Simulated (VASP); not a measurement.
Here is a VASP 6.6.1 calculation.

INCAR

```
SYSTEM = Ru
PREC     = Accurate       ! precision mode
ENCUT    = 520            ! plane-wave cutoff, eV
EDIFF    = 1E-6           ! SCF threshold, eV
ISMEAR   = 0              ! smearing method
SIGMA    = 0.15           ! smearing width, eV
LREAL    = .False.        ! projectors in reciprocal space
LASPH    = .True.         ! aspherical terms in the spheres
NELM     = 100            ! most SCF steps
ALGO     = Fast           ! electronic algorithm
ISIF     = 2              ! what is computed and relaxed
LWAVE    = .False.        ! write WAVECAR
LCHARG   = .False.        ! write CHGCAR
GGA      = PS             ! functional
NBANDS   = 21             ! bands
```

Contents of KPOINTS:

```
Automatic mesh
0
Gamma
  24 24 14
  0 0 0
```

POSCAR

```
Ru
1.0
    2.6895239993      0.0000000000      0.0000000000
   -1.3447619996      2.3291961074      0.0000000000
    0.0000000000      0.0000000000      4.2519209527
Ru
2
Direct
    0.3333333333      0.6666666667      0.2500000000
    0.6666666667      0.3333333333      0.7500000000
```

Potentials or basis: VASP PAW PBE potentials, release 64 (Ru_pv).

The run is started by

```sh
$ cat potpaw_PBE.64/Ru_pv/POTCAR > POTCAR
$ mpirun -np 1 vasp_std > vasp.out
```

**Question.** Predict the pressure.

**Answer.** 0.1 GPa.

**Question.** Estimate the band gap on the k mesh.

**Answer.** Zero (bands 14 and 15 overlap by 3.29 eV).

Stress tensor (GPa, compression positive):
```
 0.33  0.00  0.00
 0.00  0.33  0.00
 0.00  0.00 -0.49
```

Caveat: the PAW data sets were made with another functional, which shifts forces and pressure a little.
